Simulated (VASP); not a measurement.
# Ir3Ru4 (Pm-3m) in VASP: notebook, part 2 of 2

VASP 6.6.1.

### Step 3. Single point, PBE

This run uses another cell than the first one, of 17.88 Å³/atom, 1.092 times its volume.

Input file INCAR:

```
SYSTEM = Ir3Ru4
ALGO = Fast
EDIFF = 1E-6
ENCUT = 520
GGA = PE
ISIF = 2
ISMEAR = 0
LASPH = .True.
LCHARG = .True.
LELF = .True.
LREAL = .False.
LVHAR = .True.
LWAVE = .False.
NBANDS = 50
NELM = 80
PREC = Accurate
SIGMA = 0.1
```

Input file KPOINTS:

```
k-points
0
Gamma
  4 4 4
  0 0 0
```

Input file POSCAR:

```
Ir3Ru4
1.0
    5.0021271329      0.0000000000      0.0000000000
    0.0000000000      5.0021271329      0.0000000000
    0.0000000000      0.0000000000      5.0021271329
Ru Ir
4 3
Direct
    0.5000000000      0.0000000000      0.0000000000
    0.0000000000      0.5000000000      0.0000000000
    0.0000000000      0.0000000000      0.5000000000
    0.5000000000      0.5000000000      0.5000000000
    0.0000000000      0.5000000000      0.5000000000
    0.5000000000      0.0000000000      0.5000000000
    0.5000000000      0.5000000000      0.0000000000
```

Potentials or basis: VASP PAW PBE potentials, release 64 (Ru_pv, Ir).

Started as:

```sh
$ cat potpaw_PBE.64/Ru_pv/POTCAR potpaw_PBE.64/Ir/POTCAR > POTCAR
$ mpirun -np 1 vasp_std > vasp.out
```

OUTCAR:

```text
SYSTEM = Ir3Ru4
   EDIFF = 1E-6
   ENCUT = 520
   GGA = PE
   ISIF = 2
   ISMEAR = 0
   LASPH = .True.
   LREAL = .False.
   NELM = 80
   PREC = Accurate

 ion  position               nearest neighbor table
   1  0.500  0.000  0.000-   6 2.50   7 2.50   6 2.50   7 2.50
   2  0.000  0.500  0.000-   5 2.50   7 2.50   5 2.50   7 2.50
   3  0.000  0.000  0.500-   5 2.50   6 2.50   5 2.50   6 2.50
   4  0.500  0.500  0.500-   5 2.50   6 2.50   7 2.50   7 2.50   6 2.50   5 2.50
   5  0.000  0.500  0.500-   2 2.50   3 2.50   4 2.50   2 2.50   3 2.50   4 2.50
   6  0.500  0.000  0.500-   1 2.50   3 2.50   4 2.50   1 2.50   4 2.50   3 2.50
   7  0.500  0.500  0.000-   1 2.50   2 2.50   4 2.50   4 2.50   1 2.50   2 2.50

  LATTYP: Found a simple cubic cell.
 ALAT       =     5.0021271329

  Lattice vectors:

 A1 = (   5.0021271329,   0.0000000000,   0.0000000000)
 A2 = (   0.0000000000,   5.0021271329,   0.0000000000)
 A3 = (   0.0000000000,   0.0000000000,   5.0021271329)

Analysis of symmetry for initial positions (statically):
=====================================================================
 Subroutine PRICEL returns:
 Original cell was already a primitive cell.

 Routine SETGRP: Setting up the symmetry group for a
 simple cubic supercell.

 Subroutine GETGRP returns: Found 48 space group operations
 (whereof 48 operations were pure point group operations)
 out of a pool of 48 trial point group operations.

The static configuration has the point symmetry O_h .

Analysis of symmetry for dynamics (positions and initial velocities):
=====================================================================
 Subroutine PRICEL returns:
 Original cell was already a primitive cell.

 Routine SETGRP: Setting up the symmetry group for a
 simple cubic supercell.

 Subroutine GETGRP returns: Found 48 space group operations
[... 120 lines left out ...]
  Fermi-wavevector in a.u.,A,eV,Ry     =   1.427621  2.697812 27.730041  2.038101
  Thomas-Fermi vector in A             =   2.547770
   LORBIT       =      0    0 simple, 1 ext, 2 COOP (PROOUT), +10 PAW based schemes
   GGA     = PE    functional components
   LHFCALC =     F    Hartree Fock is set to
   AEXX    =    0.0000 exact exchange contribution
   IVDW    =     0    specifies the selected vdW correction
   LEPSILON=     F    determine dielectric tensor
   LRPA    =     F    only Hartree local field effects (RPA)
 non-spin polarized calculation
 RMM-DIIS sequential band-by-band and
 Gauss-broadening in eV      SIGMA  =   0.10
  energy-cutoff  :      520.00
  volume of cell :      125.16
 maximum number of plane-waves:      3407
 NGX is ok and might be reduce to    40
   NGX = 19   NGY = 19   NGZ = 19

 number of electron      82.9999980 magnetization

 Free energy of the ion-electron system (eV)
  ---------------------------------------------------
  ext. energy  EPLUGINS =         0.00000000
  ---------------------------------------------------
  free energy    TOTEN  =       -53.99272286 eV

  energy without entropy =      -53.92809861  energy(sigma->0) =      -53.96041074

 E-fermi :   7.9398     XC(G=0): -12.2629

 val. band max:        7.9396766365   @ k =   0.5000   0.5000   0.2500
 cond. band min:       7.9594443529   @ k =   0.2500   0.2500   0.0000
 fundamental gap:      0.0197677163
 Fermi energy:         7.9397710807

 k-point     1 :       0.0000    0.0000    0.0000
  band No.  band energies     occupation
      1     -34.8181      2.00000
      2     -34.8181      2.00000
      3     -34.8181      2.00000
      4     -34.7224      2.00000
      5     -34.7224      2.00000
      6     -34.7224      2.00000
[... 519 lines left out ...]
     49       7.5034      2.00000
     50       7.5034      2.00000

------------------------ aborting loop because EDIFF is reached ----------------------------------------

  FORCE on cell =-STRESS in cart. coord.  units (eV):
  Direction    XX          YY          ZZ          XY          YZ          ZX
  --------------------------------------------------------------------------------------
  -------------------------------------------------------------------------------------
  Total        0.0842124      0.0842124      0.0842124      0.0000000      0.0000000     -0.0000000
  in kB        1.0780093      1.0780093      1.0780093      0.0000000      0.0000000     -0.0000000
  external PRESSURE =       1.0780093 kB  Pullay stress =       0.0000000 kB

 VOLUME and BASIS-vectors are now :
 -----------------------------------------------------------------------------
  energy-cutoff  :      520.00
  volume of cell :      125.16
      direct lattice vectors                 reciprocal lattice vectors
     5.002127133  0.000000000  0.000000000     0.199914951  0.000000000  0.000000000
     0.000000000  5.002127133  0.000000000     0.000000000  0.199914951  0.000000000
     0.000000000  0.000000000  5.002127133     0.000000000  0.000000000  0.199914951

 POSITION                                       TOTAL-FORCE (eV/Angst)
 -----------------------------------------------------------------------------------
      2.50106      0.00000      0.00000         0.000000      0.000000      0.000000
      0.00000      2.50106      0.00000         0.000000      0.000000      0.000000
      0.00000      0.00000      2.50106         0.000000      0.000000      0.000000
      2.50106      2.50106      2.50106         0.000000      0.000000      0.000000
      0.00000      2.50106      2.50106         0.000000      0.000000      0.000000
      2.50106      0.00000      2.50106         0.000000      0.000000      0.000000
      2.50106      2.50106      0.00000         0.000000      0.000000      0.000000
 -----------------------------------------------------------------------------------
    total drift:                               -0.000000      0.000000     -0.000000

  FREE ENERGIE OF THE ION-ELECTRON SYSTEM (eV)
  ---------------------------------------------------
  free  energy   TOTEN  =       -53.9927228649 eV

  energy  without entropy=      -53.9280986116  energy(sigma->0) =      -53.96041074
```

It took 96 s on 1 thread of Intel Xeon Platinum 8259CL at 2.50GHz (Skylake/Cascade Lake), shared host; peak memory 0.26 GiB.

What came out:

```yaml
Free_energy: -53.9927 eV
Pressure: 0.1 GPa
```

Levels at points of the mesh, in eV from the Fermi level:
```
           k point  band 39  band 40  band 41  band 42  band 43  band 44
(0.00, 0.00, 0.00)    -0.04    -0.04     0.69     0.69     0.95     0.95
(0.50, 0.00, 0.00)    -0.28     0.12     0.12     0.30     0.30     0.62
(0.50, 0.50, 0.00)    -1.26    -1.10    -1.10    -0.05    -0.04     0.17
(0.50, 0.50, 0.50)    -1.77    -1.04    -1.04    -0.74    -0.74    -0.74
```

Caveat: the bands computed are all filled at some k points, so no gap is given; spin-orbit coupling is left out, which moves the levels of the heavy elements.

### Step 4. Relaxation of cell and atoms, PBE

Input file INCAR:

```
ALGO     = Normal         # electronic algorithm
EDIFF    = 1E-6           # SCF threshold, eV
EDIFFG   = -0.04          # ionic threshold
ENCUT    = 600            # plane-wave cutoff, eV
GGA      = PE             # functional
IBRION   = 2              # ionic algorithm
ISIF     = 3              # what is computed and relaxed
ISMEAR   = 0              # smearing method
LASPH    = T              # aspherical terms in the spheres
LCHARG   = F              # write CHGCAR
LREAL    = F              # projectors in reciprocal space
LWAVE    = F              # write WAVECAR
NELM     = 100            # most SCF steps
NSW      = 90             # ionic steps
PREC     = Accurate       # precision mode
SIGMA    = 0.1            # smearing width, eV
```

Input file KPOINTS:

```
k-points
0
Gamma
  4 4 4
```

Changes to POSCAR since step 3:

```diff
@@ -2,5 +2,5 @@
 1.0
-    5.0021271329      0.0000000000      0.0000000000
-    0.0000000000      5.0021271329      0.0000000000
-    0.0000000000      0.0000000000      5.0021271329
+    4.8568088200      0.0000000000      0.0000000000
+    0.0000000000      4.8568088200      0.0000000000
+    0.0000000000      0.0000000000      4.8568088200
 Ru Ir
```

Started as:

```sh
$ cat potpaw_PBE.64/Ru_pv/POTCAR potpaw_PBE.64/Ir/POTCAR > POTCAR
$ mpirun -np 1 vasp_std > vasp.out
```

Wall time 4.4 min (1 thread of Intel Xeon Platinum 8259CL at 2.50GHz (Skylake/Cascade Lake), shared host); peak memory 0.28 GiB.

The run converged. Its results:

| Quantity | Value |
| --- | --- |
| Free energy | -53.9731 eV |
| Relaxed volume | 17.91 Å³/atom |
| Relaxed cell | a = 5.005 Å, b = 5.005 Å, c = 5.005 Å, α = 90.00°, β = 90.00°, γ = 90.00° |
| Space group after relaxing (to 0.05 Å) | Pm-3m (No. 221) |
| Energy gained by relaxing | 96.9 meV/atom |
| Ionic steps | 4 |
| Pressure after relaxing | -0.2 GPa |

Step by step:
| step | energy change (eV) | largest force (eV/Å) | pressure (GPa) | volume (Å³) |
| --- | --- | --- | --- | --- |
| 1 | 0.0000 | 0.0000 | 22.34 | 114.57 |
| 2 | 2.4922 | 0.0000 | -25.73 | 156.71 |
| 3 | -0.6736 | 0.0000 | -1.58 | 126.22 |
| 4 | -0.6786 | 0.0000 | -0.25 | 125.36 |

Final structure:
```yaml
crystal:
  lattice:
    - [5.00473, 0.00000, 0.00000]
    - [0.00000, 5.00473, 0.00000]
    - [0.00000, 0.00000, 5.00473]
  atoms:
    - { symbol: Ru, position: [0.50000, 0.00000, 0.00000] }
    - { symbol: Ru, position: [0.00000, 0.50000, 0.00000] }
    - { symbol: Ru, position: [0.00000, 0.00000, 0.50000] }
    - { symbol: Ru, position: [0.50000, 0.50000, 0.50000] }
    - { symbol: Ir, position: [0.00000, 0.50000, 0.50000] }
    - { symbol: Ir, position: [0.50000, 0.00000, 0.50000] }
    - { symbol: Ir, position: [0.50000, 0.50000, 0.00000] }
```

Levels at points of the mesh, in eV from the Fermi level:
| k point | band 39 | band 40 | band 41 | band 42 | band 43 | band 44 |
| --- | --- | --- | --- | --- | --- | --- |
| (0.00, 0.00, 0.00) | -0.04 | -0.04 | 0.69 | 0.69 | 0.95 | 0.95 |
| (0.50, 0.00, 0.00) | -0.28 | 0.12 | 0.12 | 0.29 | 0.29 | 0.62 |
| (0.50, 0.50, 0.00) | -1.25 | -1.11 | -1.11 | -0.05 | -0.04 | 0.17 |
| (0.50, 0.50, 0.50) | -1.77 | -1.03 | -1.03 | -0.74 | -0.74 | -0.74 |

Caveat: the bands computed are all filled at some k points, so no gap is given; spin-orbit coupling is left out, which moves the levels of the heavy elements.

### Step 5. The runs side by side

```tsv
task	cell	cutoff (eV)	pressure (GPa)
single point	a = 4.857 Å, 7 atoms	520	22.4
single point	a = 5.002 Å, 7 atoms	520	0.1
relaxation of cell and atoms	relaxed from a = 4.857 Å, 7 atoms	600	-0.2
```

Alike in all rows: level PBE; potentials or basis VASP PAW PBE potentials, release 64 (Ru_pv, Ir); no spin polarisation; k mesh 4 × 4 × 4; smearing gaussian 0.1 eV.

Caveats: the bands computed are all filled at some k points, so no gap is given; spin-orbit coupling is left out, which moves the levels of the heavy elements.

Absolute energies hang on the potentials; compare differences alone.
